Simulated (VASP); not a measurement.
# Ca2Sb3 (R-3c) in VASP: further runs

Ca2Sb3 is run at these levels: PBE; tasks: single point.

Program: VASP 6.6.1. These are calculated values, not measurements. Logs are shortened: lines on timing, memory, paths and dates and some standing lists are left out, and cuts for length are marked.

**1. The cell of the first run**

It takes space group R-3c (No. 167, trigonal). The conventional cell has a = 7.125 Å, b = 7.125 Å, c = 19.454 Å, α = 90.00°, β = 90.00°, γ = 120.00°. Within 3.7 Å of Ca (site symmetry 3) lie 6 Sb at 2.78 to 2.95 Å. Within 4.1 Å of Sb (site symmetry 2) lie 4 Ca at 2.78 to 2.95 Å and 8 Sb at 3.78 to 4.08 Å.

**2. Single point, PBE**

INCAR reads:

```
SYSTEM = Ca2Sb3
ALGO = Normal ; EDIFF = 1E-6
ENCUT = 500 ; GGA = PE
GGA_COMPAT = .False. ; ISIF = 2
ISMEAR = 0 ; LASPH = .True.
LCHARG = .False. ; LREAL = .False.
LWAVE = .False. ; NBANDS = 46
NELM = 120 ; PREC = Accurate
SIGMA = 0.1
```

KPOINTS reads:

```
k-points
0
Gamma
  3 3 3
  0 0 0
```

POSCAR reads:

```
Ca2Sb3
1.0
    3.5626610872      2.0569033377      6.4845781857
   -3.5626610872      2.0569033377      6.4845781857
    0.0000000000     -4.1138066755      6.4845781857
Ca Sb
4 6
Direct
    0.8521800000      0.8521800000      0.8521800000
    0.6478200000      0.6478200000      0.6478200000
    0.1478200000      0.1478200000      0.1478200000
    0.3521800000      0.3521800000      0.3521800000
    0.0562500000      0.4437500000      0.7500000000
    0.7500000000      0.0562500000      0.4437500000
    0.4437500000      0.7500000000      0.0562500000
    0.9437500000      0.5562500000      0.2500000000
    0.2500000000      0.9437500000      0.5562500000
    0.5562500000      0.2500000000      0.9437500000
```

Potentials or basis: VASP PAW PBE potentials, release 64 (Ca_sv, Sb).

On the command line:

```sh
cat potpaw_PBE.64/Ca_sv/POTCAR potpaw_PBE.64/Sb/POTCAR > POTCAR
mpirun -np 1 vasp_std > vasp.out
```

OUTCAR:

```text
SYSTEM = Ca2Sb3
   EDIFF = 1E-6
   ENCUT = 500
   GGA = PE
   ISIF = 2
   ISMEAR = 0
   LASPH = .True.
   LREAL = .False.
   NELM = 120
   PREC = Accurate

 ion  position               nearest neighbor table
   1  0.852  0.852  0.852-  10 2.78   9 2.78   8 2.78   7 2.95   5 2.95   6 2.95
   2  0.648  0.648  0.648-   9 2.78  10 2.78   8 2.78   6 2.95   5 2.95   7 2.95
   3  0.148  0.148  0.148-   7 2.78   6 2.78   5 2.78  10 2.95   8 2.95   9 2.95
   4  0.352  0.352  0.352-   6 2.78   7 2.78   5 2.78   9 2.95   8 2.95  10 2.95
   5  0.056  0.444  0.750-   3 2.78   4 2.78   1 2.95   2 2.95   6 3.78   7 3.78
   6  0.750  0.056  0.444-   4 2.78   3 2.78   2 2.95   1 2.95   5 3.78   7 3.78
   7  0.444  0.750  0.056-   3 2.78   4 2.78   1 2.95   2 2.95   5 3.78   6 3.78
   8  0.944  0.556  0.250-   1 2.78   2 2.78   3 2.95   4 2.95  10 3.78   9 3.78
   9  0.250  0.944  0.556-   2 2.78   1 2.78   4 2.95   3 2.95   8 3.78  10 3.78
  10  0.556  0.250  0.944-   1 2.78   2 2.78   3 2.95   4 2.95   8 3.78   9 3.78

  LATTYP: Found a trigonal (rhomboedric) cell.
 ALAT       =     7.6793983885
 COS(alpha) =     0.5695481095

  Lattice vectors:

 A1 = (   3.5626610872,   2.0569033377,   6.4845781857)
 A2 = (  -3.5626610872,   2.0569033377,   6.4845781857)
 A3 = (   0.0000000000,  -4.1138066755,   6.4845781857)

Analysis of symmetry for initial positions (statically):
=====================================================================
 Subroutine PRICEL returns:
 Original cell was already a primitive cell.

 Routine SETGRP: Setting up the symmetry group for a
 trigonal (rhombohedral) supercell.

 Subroutine GETGRP returns: Found 12 space group operations
 (whereof  6 operations were pure point group operations)
 out of a pool of 12 trial point group operations.

The static configuration has the point symmetry S_6 .
 The point group associated with its full space group is D_3d.

Analysis of symmetry for dynamics (positions and initial velocities):
=====================================================================
 Subroutine PRICEL returns:
 Original cell was already a primitive cell.

 Routine SETGRP: Setting up the symmetry group for a
 trigonal (rhombohedral) supercell.

 Subroutine GETGRP returns: Found 12 space group operations
 (whereof  6 operations were pure point group operations)
 out of a pool of 12 trial point group operations.

The dynamic configuration has the point symmetry S_6 .
 The point group associated with its full space group is D_3d.

 Subroutine INISYM returns: Found 12 space group operations
 (whereof  6 operations are pure point group operations),
 and found     1 'primitive' translations

----------------------------------------------------------------------------------------

                                     Primitive cell

  volume of cell :     285.1159

  direct lattice vectors                    reciprocal lattice vectors
     3.562661087  2.056903338  6.484578186     0.140344531  0.081027953  0.051404012
    -3.562661087  2.056903338  6.484578186    -0.140344531  0.081027953  0.051404012
     0.000000000 -4.113806676  6.484578186     0.000000000 -0.162055906  0.051404012

  length of vectors
     7.679398389  7.679398389  7.679398389     0.170013202  0.170013202  0.170013202

  position of ions in fractional coordinates (direct lattice)
     0.852180000  0.852180000  0.852180000
     0.647820000  0.647820000  0.647820000
     0.147820000  0.147820000  0.147820000
     0.352180000  0.352180000  0.352180000
     0.056250000  0.443750000  0.750000000
     0.750000000  0.056250000  0.443750000
     0.443750000  0.750000000  0.056250000
     0.943750000  0.556250000  0.250000000
     0.250000000  0.943750000  0.556250000
     0.556250000  0.250000000  0.943750000

  ion indices of the primitive-cell ions
   primitive index   ion index
                 1           1
                 2           2
                 3           3
                 4           4
                 5           5
                 6           6
                 7           7
                 8           8
                 9           9
                10          10

----------------------------------------------------------------------------------------

 KPOINTS: k-points

Automatic generation of k-mesh.
 Grid dimensions read from file:
 generate k-points for:    3    3    3

 Generating k-lattice:

  Cartesian coordinates                     Fractional coordinates (reciprocal lattice)
     0.046781510  0.027009318  0.017134671     0.333333333  0.000000000 -0.000000000
    -0.046781510  0.027009318  0.017134671     0.000000000  0.333333333 -0.000000000
     0.000000000 -0.054018635  0.017134671    -0.000000000 -0.000000000  0.333333333

  Length of vectors
     0.056671067  0.056671067  0.056671067

  Shift w.r.t. Gamma in fractional coordinates (k-lattice)
     0.000000000  0.000000000  0.000000000

 Subroutine IBZKPT returns following result:
 ===========================================

 Found      6 irreducible k-points:

 Following reciprocal coordinates:
            Coordinates               Weight
  0.000000  0.000000  0.000000      1.000000
  0.333333 -0.000000 -0.000000      6.000000
  0.333333  0.333333 -0.000000      6.000000
 -0.333333  0.333333  0.000000      6.000000
  0.333333  0.333333  0.333333      2.000000
 -0.333333  0.333333  0.333333      6.000000
   k-points           NKPTS =      6   k-points in BZ     NKDIM =      6   number of bands    NBANDS=     46
   number of dos      NEDOS =    301   number of ions     NIONS =     10
   total plane-waves  NPLWV = 175616
   dimension x,y,z NGX =    56 NGY =   56 NGZ =   56
   dimension x,y,z NGXF=   112 NGYF=  112 NGZF=  112
   ions per type =               4   6
   NGX,Y,Z   is equivalent  to a cutoff of  12.12, 12.12, 12.12 a.u.
   NGXF,Y,Z  is equivalent  to a cutoff of  24.25, 24.25, 24.25 a.u.
 SYSTEM =  Ca2Sb3
   PREC   = accura    normal or accurate (medium, high low for compatibility)
   ISTART =      0    job   : 0-new  1-cont  2-samecut
   ICHARG =      2    charge: 1-file 2-atom 10-const
   ISPIN  =      1    spin polarized calculation?
   LNONCOLLINEAR =      F non collinear calculations
   LSORBIT =      F    spin-orbit coupling
   LASPH  =      T    aspherical Exc in radial PAW
   ENCUT  =  500.0 eV  36.75 Ry    6.06 a.u.  14.00 14.00 14.00*2*pi/ulx,y,z
   NELM   =    120;   NELMIN=  2; NELMDL= -5     # of ELM steps
   EDIFF  = 0.1E-05   stopping-criterion for ELM
   LREAL  =      F    real-space projection
   EDIFFG = 0.1E-04   stopping-criterion for IOM
   NSW    =      0    number of steps for IOM
   IBRION =     -1    ionic relax: 0-MD 1-quasi-New 2-CG
   NFREE  =      0    steps in history (QN), initial steepest desc. (CG)
   ISIF   =      2    stress and relaxation
   ISYM   =      2    0-nonsym 1-usesym 2-fastsym
   POTIM  = 0.5000    time-step for ionic-motion
   TEBEG  =    0.0;   TEEND  =   0.0 temperature during run
   PSTRESS=    0.0 pullay stress
   NELECT =      70.0000    total number of electrons
   NUPDOWN=      -1.0000    fix difference up-down
   EMIN   =  10.00;   EMAX   =-10.00  energy-range for DOS
   EFERMI =   0.00;   METHOD = LEGACY
   ISMEAR =     0;   SIGMA  =   0.10  broadening in eV -4-tet -1-fermi 0-gaus
   EFERMI_NEDOS =   21; number of points for ismear=-14 and -15
   IALGO  =     38    algorithm
   IMIX   =      4    mixing-type and parameters
     AMIX     =   0.40;   BMIX     =  1.00
     AMIX_MAG =   1.60;   BMIX_MAG =  1.00
  volume/ion in A,a.u.               =      28.51       192.41
  Fermi-wavevector in a.u.,A,eV,Ry     =   1.025102  1.937162 14.297464  1.050834
  Thomas-Fermi vector in A             =   2.158924
   LORBIT       =      0    0 simple, 1 ext, 2 COOP (PROOUT), +10 PAW based schemes
   GGA     = PE    functional components
   LHFCALC =     F    Hartree Fock is set to
   AEXX    =    0.0000 exact exchange contribution
   IVDW    =     0    specifies the selected vdW correction
   LEPSILON=     F    determine dielectric tensor
   LRPA    =     F    only Hartree local field effects (RPA)
 non-spin polarized calculation
 Gauss-broadening in eV      SIGMA  =   0.10
  energy-cutoff  :      500.00
  volume of cell :      285.12
 maximum number of plane-waves:      7245
   NGX = 29   NGY = 29   NGZ = 29

 number of electron      69.9999991 magnetization

 Free energy of the ion-electron system (eV)
  ---------------------------------------------------
  ext. energy  EPLUGINS =         0.00000000
  ---------------------------------------------------
  free energy    TOTEN  =       -29.36328194 eV

  energy without entropy =      -29.29698556  energy(sigma->0) =      -29.33013375

 E-fermi :   4.9868     XC(G=0):  -9.3829

 val. band max:        4.9791206285   @ k =  -0.3333   0.3333   0.0000
 cond. band min:       5.0211670062   @ k =  -0.3333   0.3333   0.3333
 fundamental gap:      0.0420463778
 Fermi energy:         4.9868499946

 k-point     1 :       0.0000    0.0000    0.0000
  band No.  band energies     occupation
      1     -34.6534      2.00000
      2     -34.6487      2.00000
      3     -34.6473      2.00000
      4     -34.6437      2.00000
      5     -15.8853      2.00000
      6     -15.8770      2.00000
[... 38 lines left out ...]
     45       8.7179      0.00000
     46       9.0723      0.00000

 k-point     2 :       0.3333   -0.0000   -0.0000
  band No.  band energies     occupation
      1     -34.6517      2.00000
      2     -34.6489      2.00000
      3     -34.6474      2.00000
      4     -34.6451      2.00000
      5     -15.8838      2.00000
      6     -15.8759      2.00000
[... 188 lines left out ...]
 k-point     6 :      -0.3333    0.3333    0.3333
  band No.  band energies     occupation
      1     -34.6504      2.00000
      2     -34.6501      2.00000
      3     -34.6464      2.00000
      4     -34.6462      2.00000
      5     -15.8898      2.00000
      6     -15.8742      2.00000
[... 38 lines left out ...]
     45       9.0012      0.00000
     46       9.0908      0.00000

------------------------ aborting loop because EDIFF is reached ----------------------------------------

  FORCE on cell =-STRESS in cart. coord.  units (eV):
  Direction    XX          YY          ZZ          XY          YZ          ZX
  --------------------------------------------------------------------------------------
  -------------------------------------------------------------------------------------
  Total       24.4611869     24.4611869     19.7356089      0.0000000     -0.0000000      0.0000000
  in kB      137.4569595    137.4569595    110.9020918      0.0000000     -0.0000000      0.0000000
  external PRESSURE =     128.6053370 kB  Pullay stress =       0.0000000 kB

 VOLUME and BASIS-vectors are now :
 -----------------------------------------------------------------------------
  energy-cutoff  :      500.00
  volume of cell :      285.12
      direct lattice vectors                 reciprocal lattice vectors
     3.562661087  2.056903338  6.484578186     0.140344531  0.081027953  0.051404012
    -3.562661087  2.056903338  6.484578186    -0.140344531  0.081027953  0.051404012
     0.000000000 -4.113806676  6.484578186     0.000000000 -0.162055906  0.051404012

 POSITION                                       TOTAL-FORCE (eV/Angst)
 -----------------------------------------------------------------------------------
      0.00000     -0.00000     16.57808         0.000000      0.000000     -0.773524
      0.00000     -0.00000     12.60252         0.000000     -0.000000      0.773524
      0.00000     -0.00000      2.87565         0.000000     -0.000000      0.773524
      0.00000     -0.00000      6.85122         0.000000      0.000000     -0.773524
     -1.38053     -2.05690      8.10572        -0.763963      0.000000     -0.000000
      2.47160     -0.16712      8.10572         0.381981     -0.661611     -0.000000
     -1.09106      2.22403      8.10572         0.381981      0.661611     -0.000000
      1.38053      2.05690     11.34801         0.763963      0.000000     -0.000000
     -2.47160      0.16712     11.34801        -0.381981      0.661611     -0.000000
      1.09106     -2.22403     11.34801        -0.381981     -0.661611     -0.000000
 -----------------------------------------------------------------------------------
    total drift:                                0.000000     -0.000000      0.000000

  FREE ENERGIE OF THE ION-ELECTRON SYSTEM (eV)
  ---------------------------------------------------
  free  energy   TOTEN  =       -29.3632819397 eV

  energy  without entropy=      -29.2969855613  energy(sigma->0) =      -29.33013375
```

Wall time 3.2 min (1 thread of Intel Xeon 8259CL, shared host); peak memory 0.45 GiB.

What came out:

- Free energy: -29.3633 eV
- Pressure: 12.9 GPa
- Largest force: 0.774 eV/Å
- Band gap on the k mesh: zero (bands 35 and 36 overlap by 0.06 eV)

Forces on the atoms (eV/Å):
```
Ca   0.000  0.000 -0.774
Ca   0.000  0.000  0.774
Ca   0.000  0.000  0.774
Ca   0.000  0.000 -0.774
Sb  -0.764  0.000  0.000
Sb   0.382 -0.662  0.000
Sb   0.382  0.662  0.000
Sb   0.764  0.000  0.000
Sb  -0.382  0.662  0.000
Sb  -0.382 -0.662  0.000
```

Caveat: the cell stands under pressure; spin-orbit coupling is left out, which moves the levels of the heavy elements.

(Continued in part 2 of 2.)
